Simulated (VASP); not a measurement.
Wanted: the native input for a VASP 6.6.1 run.

- Task: single point
- Functional: PBE
- Potentials or basis: VASP PAW PBE potentials, release 64 (Sc_sv, Co, C, N)
- Cutoff: 520 eV
- k mesh: 6 × 6 × 6
- Occupations: gaussian, width 0.1 eV
- Spin: collinear spin, ferromagnetic start
- Starting moments: [0.0, 1.52, 0.0, 0.0, 0.0, 0.0, 0.0, 0.0, 0.0, 0.0] μB
- Dipole correction: no
- Further INCAR settings: ALGO = Normal; EDIFF = 1e-06; NBANDS = 43

The structure of ScCoC4N4 lies in POSCAR:

```
ScCoC4N4
1.0
    5.9270126260      0.0000000000      0.0000000000
    0.0000000000      5.9270126260      0.0000000000
    0.0000000000      0.0000000000      5.9270126260
Sc Co C N
1 1 4 4
Direct
    0.5000000000      0.5000000000      0.5000000000
    0.0000000000      0.0000000000      0.0000000000
    0.1822141750      0.1822141750      0.1822141750
    0.1822141750      0.8177858250      0.8177858250
    0.8177858250      0.1822141750      0.8177858250
    0.8177858250      0.8177858250      0.1822141750
    0.2975336066      0.2975336066      0.2975336066
    0.2975336066      0.7024663934      0.7024663934
    0.7024663934      0.2975336066      0.7024663934
    0.7024663934      0.7024663934      0.2975336066
```

One way to write it, as run:

INCAR

```
SYSTEM = ScCoC4N4
PREC = Accurate
ENCUT = 520
EDIFF = 1E-6
ISMEAR = 0
SIGMA = 0.1
LREAL = .False.
LASPH = .True.
NELM = 150
ALGO = Normal
ISIF = 2
LWAVE = .False.
LCHARG = .True.
ISPIN = 2
MAGMOM = 0 1.52 0 0 0 0 0 0 0 0
LORBIT = 11
LMAXMIX = 4
GGA = PE
LELF = .True.
LVHAR = .True.
NBANDS = 43
```

KPOINTS

```
Automatic mesh
0
Gamma
  6 6 6
  0 0 0
```

Potentials or basis: VASP PAW PBE potentials, release 64 (Sc_sv, Co, C, N).

Launch:

```bash
$ cat potpaw_PBE.64/Sc_sv/POTCAR potpaw_PBE.64/Co/POTCAR potpaw_PBE.64/C/POTCAR potpaw_PBE.64/N/POTCAR > POTCAR
$ mpirun -np 1 vasp_std > vasp.out
```

It gave:

```
Pressure                                              : 0.5 GPa
Largest force                                         : 0.292 eV/Å
Band gap on the k mesh                                : zero (filled and empty bands overlap)
Net moment                                            : 2.00 μB per cell
Site moments                                          : Sc -0.04; Co +1.57; C +0.01; N +0.04 μB
Valence electrons inside the program's atomic spheres : Sc 9.45; Co 8.56; C 2.55; N 3.92
```

Caveat: a cell with one magnetic atom can't hold antiferromagnetic order, which such compounds often take.

Run time: 6.8 min on 1 thread of Intel(R) Xeon(R) Platinum 8259CL CPU @ 2.50GHz (Skylake/Cascade Lake), on a shared host, peak memory 0.58 GiB.
